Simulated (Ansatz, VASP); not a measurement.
## One calculation of Ir, two programs

File INCAR:

```
SYSTEM = Ir
PREC = Accurate ; ENCUT = 520
EDIFF = 1E-7 ; ISMEAR = 0
SIGMA = 0.15 ; LREAL = .False.
LASPH = .True. ; NELM = 80
ALGO = Fast ; ISIF = 2
LWAVE = .False. ; LCHARG = .False.
GGA = PS ; NBANDS = 10
```

The input KPOINTS:

```
regular mesh
0
Gamma
  22 22 22
  0 0 0
```

The input POSCAR:

```
Ir
1.0
    0.0000000000      1.9532947500      1.9197000000
    1.9197000000      0.0000000000      1.9197000000
    1.9197000000      1.9532947500      0.0000000000
Ir
1
Direct
    0.0000000000      0.0000000000      0.0000000000
```

Input for Ansatz:

```yaml
crystal:
  lattice:
    - [0.0, 1.95329475, 1.9197]
    - [1.9197, 0.0, 1.9197]
    - [1.9197, 1.95329475, 0.0]
  atoms:
    - { symbol: Ir, position: [0.0, 0.0, 0.0] }
basis:
  ecutwfc: 420
kpoints:
  mp_grid: { grid: [22, 22, 22] }
hamiltonian:
  xc: pbesol
scf:
  occupations: { method: gaussian, width: 0.15 }
output:
  forces: true
  stress: true
  eigenvalues: true
```

Change from the starting cell: strain +0.0175 x Voigt [0, 1, 0, 0, 0, 0], atoms carried along.

Alike in both runs: task single point; functional PBEsol; k mesh 22 × 22 × 22; occupations gaussian, width 0.15 eV; no spin polarisation.

```csv
,VASP,Ansatz
version,VASP 6.6.1,Ansatz 0.2.0
potentials or method,"VASP PAW PBE potentials, release 64 (Ir), cutoff 520 eV","scalar-relativistic, plane waves, PAW"
valence electrons in the cell,9,17
```

```tsv
	VASP	Ansatz	Ansatz less VASP
gap on the k mesh at the Fermi level (eV)	none	none	-
pressure (GPa)	-7.9	-8.7	-0.80
traceless stress, the component that is largest in VASP (GPa)	-4.15	-4.17	-0.017
```

VASP's potentials were made for PBE, not for PBEsol. A gap of «none» marks a metal or a gap that the smearing closes. VASP's potentials hold 9 valence electrons a cell and Ansatz's 17, so a difference there can come from the potentials and not from the codes.

Neither program's run includes spin-orbit coupling.
